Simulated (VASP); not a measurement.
# WS2 in VASP: a series of runs

The runs below take WS2 through single point, with PBEsol.

All numbers are computed with VASP 6.6.1; they aren't measurements. Logs are shortened: lines on timing, memory, paths and dates and some standing lists are left out, and cuts for length are marked.

## Step 1: The cell of the first run

The cell holds a sheet with vacuum, 3 atoms: a = 3.153 Å, b = 3.153 Å, c = 20.000 Å, α = 90.00°, β = 90.00°, γ = 120.00°.

## Step 2: Single point, PBEsol, non-collinear spin, zero start, spin-orbit coupling

Input file INCAR:

```
ALGO = Normal ; DIPOL = 0.5 0.5 0.500
EDIFF = 1E-6 ; ENCUT = 400
GGA = PS ; GGA_COMPAT = False
IDIPOL = 3 ; ISIF = 2
ISMEAR = 0 ; LASPH = True
LCHARG = False ; LDIPOL = True
LMAXMIX = 4 ; LORBIT = 11
LORBMOM = True ; LREAL = False
LSORBIT = True ; LWAVE = False
MAGMOM = 0 0 0 0 0 0 0 0 0 ; NBANDS = 39
NELM = 200 ; NELMDL = -8
PREC = Accurate ; SIGMA = 0.01
```

Input file KPOINTS:

```
k-points
0
Gamma
  12 12 1
```

Input file POSCAR:

```
WS2
1.0
    3.1530000000      0.0000000000      0.0000000000
   -1.5765000000      2.7305780981      0.0000000000
    0.0000000000      0.0000000000     20.0000000000
W S
1 2
Direct
    0.3333333333      0.6666666667      0.5000000000
    0.6666666667      0.3333333333      0.5783500000
    0.6666666667      0.3333333333      0.4216500000
```

Potentials or basis: VASP PAW PBE potentials, release 64 (W_sv, S).

Launch:

```bash
> cat potpaw_PBE.64/W_sv/POTCAR potpaw_PBE.64/S/POTCAR > POTCAR
> mpirun -np 1 vasp_ncl > vasp.out
```

OUTCAR:

```text
EDIFF = 1E-6
   ENCUT = 400
   GGA = PS
   ISIF = 2
   ISMEAR = 0
   LASPH = True
   LORBIT = 11
   LREAL = False
   LSORBIT = True
   NELM = 200
   NELMDL = -8
   PREC = Accurate

 ion  position               nearest neighbor table
   1  0.333  0.667  0.500-   2 2.40   3 2.40   2 2.40   3 2.40   2 2.40   3 2.40
   2  0.667  0.333  0.578-   1 2.40   1 2.40   1 2.40
   3  0.667  0.333  0.422-   1 2.40   1 2.40   1 2.40

  LATTYP: Found a hexagonal cell.
 ALAT       =     3.1530000000
 C/A-ratio  =     6.3431652395

  Lattice vectors:

 A1 = (   3.1530000000,   0.0000000000,   0.0000000000)
 A2 = (  -1.5765000000,   2.7305780981,   0.0000000000)
 A3 = (   0.0000000000,   0.0000000000,  20.0000000000)

Analysis of symmetry for initial positions (statically):
=====================================================================
 Subroutine PRICEL returns:
 Original cell was already a primitive cell.

 Routine SETGRP: Setting up the symmetry group for a
 hexagonal supercell.

 Subroutine GETGRP returns: Found 12 space group operations
 (whereof 12 operations were pure point group operations)
 out of a pool of 24 trial point group operations.

The static configuration has the point symmetry D_3h.

Analysis of symmetry for dynamics (positions and initial velocities):
=====================================================================
 Subroutine PRICEL returns:
 Original cell was already a primitive cell.

 Routine SETGRP: Setting up the symmetry group for a
 hexagonal supercell.

 Subroutine GETGRP returns: Found 12 space group operations
 (whereof 12 operations were pure point group operations)
 out of a pool of 24 trial point group operations.

The dynamic configuration has the point symmetry D_3h.

Analysis of structural, dynamic, and magnetic symmetry:
=====================================================================
 Subroutine PRICEL returns:
 Original cell was already a primitive cell.

 Routine SETGRP: Setting up the symmetry group for a
 hexagonal supercell.

 Subroutine GETGRP returns: Found 12 space group operations
 (whereof 12 operations were pure point group operations)
 out of a pool of 24 trial point group operations.

The overall configuration has the point symmetry D_3h.

 Subroutine INISYM returns: Found 12 space group operations
 (whereof 12 operations are pure point group operations),
 and found     1 'primitive' translations

----------------------------------------------------------------------------------------
[... 1171 lines left out ...]
      1.57650      0.91019      8.43300         0.000000     -0.000000      0.011514
 -----------------------------------------------------------------------------------
    total drift:                               -0.000000      0.000000     -0.000000

  FREE ENERGIE OF THE ION-ELECTRON SYSTEM (eV)
  ---------------------------------------------------
  free  energy   TOTEN  =       -26.0056528555 eV

  energy  without entropy=      -26.0056528555  energy(sigma->0) =      -26.00565286

 vacuum level on the upper side and lower side of the slab         3.721         3.721

 orbital moment (x)

 # of ion     p       d       tot
 ----------------------------------------
  1        -0.000  -0.000  -0.000
  2         0.000   0.000   0.000
  3        -0.000   0.000  -0.000
 ----------------------------------------
           -0.000  -0.000  -0.000

 orbital moment (y)

 # of ion     p       d       tot
 ----------------------------------------
  1        -0.000   0.000   0.000
  2        -0.000   0.000  -0.000
  3         0.000   0.000   0.000
 ----------------------------------------
           -0.000   0.000  -0.000

 orbital moment (z)

 # of ion     p       d       tot
 ----------------------------------------
  1         0.000   0.000   0.000
  2         0.000   0.000   0.000
  3         0.000   0.000   0.000
 ----------------------------------------
            0.000   0.000   0.000

 Spin-Orbit-Coupling matrix elements

 Ion:    1  E_soc:     -1.4932612
 l=   1
     0.0000000    -0.2221041    -0.2230581
    -0.2221041     0.0000000    -0.2221041
    -0.2230581    -0.2221041     0.0000000
 l=   2
     0.0000000    -0.0050572     0.0000000    -0.0050572    -0.0222764
    -0.0050572     0.0000000    -0.0162646    -0.0043302    -0.0050572
     0.0000000    -0.0162646     0.0000000    -0.0162646     0.0000000
    -0.0050572    -0.0043302    -0.0162646     0.0000000    -0.0050572
    -0.0222764    -0.0050572     0.0000000    -0.0050572     0.0000000
 l=   3
     0.0000000     0.0000000     0.0000000     0.0000000     0.0000000     0.0000000     0.0000000
     0.0000000     0.0000000     0.0000000     0.0000000     0.0000000     0.0000000     0.0000000
     0.0000000     0.0000000     0.0000000     0.0000000     0.0000000     0.0000000     0.0000000
     0.0000000     0.0000000     0.0000000     0.0000000     0.0000000     0.0000000     0.0000000
[... 29 lines left out ...]
 l=   2
     0.0000000     0.0000000     0.0000000     0.0000000     0.0000000
     0.0000000     0.0000000     0.0000000     0.0000000     0.0000000
     0.0000000     0.0000000     0.0000000     0.0000000     0.0000000
     0.0000000     0.0000000     0.0000000     0.0000000     0.0000000
     0.0000000     0.0000000     0.0000000     0.0000000     0.0000000
 l=   3
     0.0000000     0.0000000     0.0000000     0.0000000     0.0000000     0.0000000     0.0000000
     0.0000000     0.0000000     0.0000000     0.0000000     0.0000000     0.0000000     0.0000000
     0.0000000     0.0000000     0.0000000     0.0000000     0.0000000     0.0000000     0.0000000
     0.0000000     0.0000000     0.0000000     0.0000000     0.0000000     0.0000000     0.0000000
     0.0000000     0.0000000     0.0000000     0.0000000     0.0000000     0.0000000     0.0000000
     0.0000000     0.0000000     0.0000000     0.0000000     0.0000000     0.0000000     0.0000000
     0.0000000     0.0000000     0.0000000     0.0000000     0.0000000     0.0000000     0.0000000

 total charge

# of ion       s       p       d       tot
------------------------------------------
    1        2.325   6.342   3.418  12.085
    2        1.353   2.348   0.000   3.701
    3        1.353   2.348   0.000   3.701
--------------------------------------------------
tot          5.030  11.038   3.418  19.486

 magnetization (x)

# of ion       s       p       d       tot
------------------------------------------
    1        0.000  -0.000   0.000  -0.000
    2        0.000   0.000   0.000   0.000
    3       -0.000  -0.000   0.000  -0.000
--------------------------------------------------
tot          0.000  -0.000   0.000   0.000

 magnetization (y)

# of ion       s       p       d       tot
------------------------------------------
    1        0.000   0.000   0.000   0.000
    2        0.000   0.000   0.000   0.000
    3        0.000   0.000   0.000   0.000
--------------------------------------------------
tot          0.000   0.000   0.000   0.000

 magnetization (z)

# of ion       s       p       d       tot
------------------------------------------
    1       -0.000   0.000   0.000  -0.000
    2        0.000   0.000   0.000   0.000
    3        0.000   0.000   0.000   0.000
--------------------------------------------------
tot          0.000   0.000   0.000   0.000
```

stdout:

```text
POSCAR found type information on POSCAR W S
 POSCAR found :  2 types and       3 ions
 scaLAPACK will be used
 -----------------------------------------------------------------------------
|                                                                             |
|                                                                             |
|     You enforced a specific xc type in the INCAR file but a different       |
|     I HOPE YOU KNOW WHAT YOU ARE DOING!                                     |
|                                                                             |
 -----------------------------------------------------------------------------

 LDA part: xc-table for (Slater+PW92), standard interpolation
 POSCAR, INCAR and KPOINTS ok, starting setup
 FFT: planning ... GRIDC
 FFT: planning ... GRID_SOFT
 FFT: planning ... GRID
 WAVECAR not read
 entering main loop
```

It took 11 min on 1 thread of Oxide Virtual Turin-like, shared host; peak memory 0.66 GiB.

Results:

| Property | Result |
| --- | --- |
| Free energy | -26.0057 eV |
| Largest force | 0.012 eV/Å |
| Net moment | 0.00 μB per cell |
| Valence electrons inside the program's atomic spheres | W 12.09; S 3.70 |

Forces in eV/Å, atoms in the order of the input:
```
W    0.000  0.000  0.000
S    0.000  0.000 -0.012
S    0.000  0.000  0.012
```

Moments on the atoms (μB; x, y, z):
```
W   0.00 0.00 0.00
S   0.00 0.00 0.00
S   0.00 0.00 0.00
```

Caveat: the PAW data sets were made with another functional, which shifts forces and pressure a little.

## Step 3: Single point, PBEsol, non-collinear spin, zero start, spin-orbit coupling

Input file INCAR:

```
ALGO = Normal
DIPOL = 0.5 0.5 0.500
EDIFF = 1E-6
ENCUT = 400
GGA = PS
GGA_COMPAT = False
IDIPOL = 3
ISIF = 2
ISMEAR = 0
LASPH = True
LCHARG = False
LDIPOL = True
LMAXMIX = 4
LNONCOLLINEAR = True
LORBIT = 11
LORBMOM = True
LREAL = False
LSORBIT = True
LWAVE = False
MAGMOM = 0 0 0 0 0 0 0 0 0
NBANDS = 39
NELM = 200
NELMDL = -8
PREC = Accurate
SIGMA = 0.01
```

KPOINTS is that of step 2.

Input file POSCAR:

```
WS2
1.0
    3.1530000000      0.0000000000      0.0000000000
   -1.5765000000      2.7305780981      0.0000000000
    0.0000000000      0.0000000000     20.0000000000
W S
1 2
Direct
    0.3333333333      0.6666666667      0.5000000000
    0.6666666667      0.3333333333      0.5778500000
    0.6666666667      0.3333333333      0.4221500000
```

Potentials or basis: VASP PAW PBE potentials, release 64 (W_sv, S).

Launch:

```bash
> cat potpaw_PBE.64/W_sv/POTCAR potpaw_PBE.64/S/POTCAR > POTCAR
> mpirun -np 1 vasp_ncl > vasp.out
```

It took 8.3 min on 1 thread of Oxide Virtual Turin-like, shared host; peak memory 0.67 GiB.

Results (log left out):

| Item | Value |
| --- | --- |
| Free energy | -26.0039 eV |
| Largest force | 0.193 eV/Å |
| Net moment | 0.00 μB per cell |
| Valence electrons inside the program's atomic spheres | W 12.10; S 3.71 |

Forces on the atoms (eV/Å):
```
W    0.000  0.000  0.000
S    0.000  0.000  0.193
S    0.000  0.000 -0.193
```

Moments on the atoms (μB; x, y, z):
```
W   0.00 0.00 0.00
S   0.00 0.00 0.00
S   0.00 0.00 0.00
```

Caveat: the PAW data sets were made with another functional, which shifts forces and pressure a little.
